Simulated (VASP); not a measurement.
**BN: single point with LDA**

Crystal: BN.

```
B N
1.0
     0.00000    3.49532    2.16609
     1.25163    0.00000    2.16609
     1.25163    3.49532    0.00000
B N
1 1
Direct
  0.00005 0.00005 0.99995
  0.66667 0.66667 0.33333
```

* Program: VASP 6.6.1
* Task: single point
* Functional: LDA
* Potentials or basis: VASP PAW LDA potentials, release 64 (B, N)
* Cutoff: 600 eV
* k mesh: 4 × 4 × 4
* Occupations: fermi-dirac, width 0.01 eV
* Spin: no spin polarisation

The pressure is -4.1 GPa and the largest force is 0.016 eV/Å. The band gap on the k mesh is 4.16 eV (least direct gap 5.14 eV).

Forces on the atoms (eV/Å):
```
B    0.000  0.000  0.016
N    0.000  0.000 -0.016
```

Stress tensor (GPa, compression positive):
```
-5.49  0.00  0.00
 0.00 -1.38  0.00
 0.00  0.00 -5.37
```

Levels at points of the mesh, in eV from the valence-band top:
```
           k point  band 1  band 2  band 3  band 4  band 5  band 6  band 7  band 8  band 9
(0.00, 0.00, 0.00)  -17.14   -3.99   -0.91   -0.90    5.03   11.91   11.97   13.32   15.01
(0.50, 0.00, 0.00)  -13.91   -8.43   -3.71   -0.51    4.98   10.32   13.45   15.75   19.96
(0.50, 0.50, 0.00)  -13.96   -8.53   -3.71    0.00    6.17    9.85   12.32   13.93   19.58
(0.50, 0.00, 0.50)  -16.93   -5.71   -0.93   -0.90    9.77   11.87   11.94   12.50   15.90
(0.00, 0.50, 0.50)  -13.85   -8.33   -3.75   -0.98    4.16   10.41   14.61   18.77   19.47
```

It took 9.6 s on 1 thread of Intel Xeon 8259CL, on a shared host, peak memory 0.13 GiB.

Caveat: the k points lie up to 0.76 Å⁻¹ apart. A k mesh can miss the band edges.
